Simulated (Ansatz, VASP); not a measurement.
Hf: VASP beside Ansatz

```
Hf
1.0
     4.97030    0.00000    0.00000
    -2.48515    4.30441    0.00000
     0.00000    0.00000    3.08818
Hf
3
Direct
  0.00000 0.00000 0.00000
  0.33333 0.66667 0.50000
  0.66667 0.33333 0.50000
```

Alike in both runs: task single point; functional BLYP; k mesh 8 × 8 × 11; occupations fermi-dirac, width 0.1 eV; no spin polarisation.

```csv
,VASP,Ansatz
version,VASP 6.6.1,Ansatz 0.2.0
potentials or method,"VASP PAW PBE potentials, release 64 (Hf_pv), cutoff 520 eV","plane waves (420 eV) with PAW, scalar-relativistic"
valence electrons in the cell,30,78
```

Ansatz gave:

| Item | Value |
| --- | --- |
| pressure (GPa) | 4.5 |
| traceless stress, the component that is largest in VASP (GPa) | 0.05 |

Problem. Estimate VASP's values.

Solution. Pressure (GPa): 4.5; traceless stress, the component that is largest in VASP (GPa): 0.15.

VASP's potentials were made for PBE, not for BLYP. VASP's potentials hold 30 valence electrons a cell and Ansatz's 78, so a difference there can come from the potentials and not from the codes.

Spin-orbit coupling is off throughout.
